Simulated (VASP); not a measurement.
**H3Au12CCl: single point with PBE+D3(BJ)**

H3Au12CCl, a slab with vacuum:

```
CELL_PARAMETERS angstrom
5.80279 0.00000 0.00000
-2.90140 5.02536 0.00000
0.00000 0.00000 24.36076
ATOMIC_POSITIONS crystal
Au 0.33333 0.16667 0.32840
Au 0.33333 0.66667 0.32840
Au 0.83333 0.16667 0.32840
Au 0.83333 0.66667 0.32840
Au 0.66762 0.33333 0.43073
Au 0.66799 0.83362 0.43102
Au 0.16781 0.33311 0.43076
Au 0.16780 0.83378 0.43089
Au 0.00224 0.49962 0.53253
Au 0.00180 0.00022 0.53351
Au 0.50210 0.50014 0.53334
Au 0.50184 0.00010 0.53358
C 0.92061 0.65737 0.67472
Cl 0.01993 0.00291 0.66856
H 0.04546 0.61774 0.64695
H 0.94894 0.61818 0.71740
H 0.71153 0.53890 0.66255
```

```
Program                : VASP 6.6.1
Task                   : single point
Functional             : PBE
Dispersion             : D3(BJ)
Potentials or basis    : VASP PAW PBE potentials, release 64 (Au, C, Cl, H)
Cutoff                 : 520 eV
k mesh                 : 4 × 4 × 1
Occupations            : gaussian, width 0.1 eV
Spin                   : no spin polarisation
Dipole correction      : yes
Further INCAR settings : LREAL = Auto; ALGO = Normal; EDIFF = 1e-06; NBANDS = 87
```

```
Largest force              : 0.091 eV/Å
Band gap on the k mesh     : zero (bands 73 and 74 overlap by 0.70 eV)
Dispersion energy per atom : -0.333 eV
```

Forces in eV/Å, atoms in the order of the input:
```
Au   0.009  0.001 -0.001
Au   0.003  0.004  0.019
Au  -0.005 -0.001 -0.001
Au  -0.001 -0.004  0.003
Au   0.000  0.000  0.000
Au  -0.001  0.000  0.002
Au  -0.001  0.000  0.001
Au  -0.001  0.000  0.002
Au  -0.001  0.001 -0.009
Au   0.001  0.000 -0.005
Au   0.000  0.000 -0.004
Au   0.000  0.000 -0.004
C   -0.018  0.082 -0.003
Cl   0.019 -0.089  0.007
H   -0.009 -0.002  0.007
H   -0.005  0.002 -0.016
H    0.010  0.008  0.002
```

Levels at points of the mesh, in eV from the Fermi level:
```csv
k point,band 70,band 71,band 72,band 73,band 74,band 75,band 76,band 77
"(0.00, 0.00, 0.00)",-1.55,0.28,0.28,0.29,0.34,1.20,1.20,1.22
"(0.50, 0.00, 0.00)",-1.89,-1.85,-0.23,-0.15,0.06,0.06,1.02,1.05
"(0.00, 0.50, 0.00)",-1.89,-1.86,-0.23,-0.13,0.06,0.06,1.02,1.04
"(0.50, 0.50, 0.00)",-1.89,-1.86,-0.22,-0.14,0.06,0.06,1.03,1.04
```

Wall time 23 min on 1 thread of AMD EPYC 9R45 96-Core Processor (Zen 5) (shared host), peak memory 1.1 GiB.

Caveat: spin-orbit coupling is left out, which moves the levels of the heavy elements.
